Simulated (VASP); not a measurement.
Wanted: the native input for a VASP 6.6.1 run.

```yaml
Task: single point
Functional: PBE
Potentials_or_basis: VASP PAW PBE potentials, release 64 (Si)
Cutoff: 520 eV
k_mesh: 4 × 4 × 4
Occupations: gaussian, width 0.1 eV
Spin: no spin polarisation
Dipole_correction: no
Further_INCAR_settings: ALGO = Normal; EDIFF = 1e-07; NBANDS = 36
```

The structure of Si lies in POSCAR:

```
Si
1.0
   -2.9120817571      2.9120817571      6.4690752767
    2.9120817571     -2.9120817571      6.4690752767
    2.9120817571      2.9120817571     -6.4690752767
Si
12
Direct
    0.4785027254      0.6760598285      0.5000000000
    0.1760598285      0.9785027254      0.5000000000
    0.3239401715      0.8239401715      0.8024428969
    0.0214972746      0.5214972746      0.1975571031
    0.6760598285      0.1760598285      0.1975571031
    0.9785027254      0.4785027254      0.8024428969
    0.5214972746      0.3239401715      0.5000000000
    0.8239401715      0.0214972746      0.5000000000
    0.5906368226      0.5906368226      0.0000000000
    0.4093631774      0.4093631774      0.0000000000
    0.0906368226      0.0906368226      0.0000000000
    0.9093631774      0.9093631774      0.0000000000
```

These files were run (other wordings do the same):

INCAR

```
SYSTEM = Si
ALGO     = Normal         ! electronic algorithm
EDIFF    = 1E-7           ! SCF threshold, eV
ENCUT    = 520            ! plane-wave cutoff, eV
GGA      = PE             ! functional
ISIF     = 2              ! what is computed and relaxed
ISMEAR   = 0              ! smearing method
LASPH    = .True.         ! aspherical terms in the spheres
LCHARG   = .True.         ! write CHGCAR
LELF     = .True.         ! ELF
LREAL    = .False.        ! projectors in reciprocal space
LVHAR    = .True.       
LWAVE    = .False.        ! write WAVECAR
NBANDS   = 36             ! bands
NELM     = 60             ! most SCF steps
PREC     = Accurate       ! precision mode
SIGMA    = 0.1            ! smearing width, eV
```

KPOINTS

```
k-points
0
Gamma
  4 4 4
  0 0 0
```

Potentials or basis: VASP PAW PBE potentials, release 64 (Si).

Run with:

```bash
$ cat potpaw_PBE.64/Si/POTCAR > POTCAR
$ mpirun -np 1 vasp_std > vasp.out
```

It gave:

```yaml
Pressure: -0.1 GPa
Largest_force: 0.006 eV/Å
Band_gap_on_the_k_mesh: zero (band 24 reaches 7.57 eV, above the bottom of band 25 at 6.40 eV)
```

Caveat: the k points lie up to 0.38 Å⁻¹ apart.

It took 100 s on 1 thread of Intel(R) Xeon(R) 6975P-C (Granite Rapids) (shared host), peak memory 0.5 GiB.
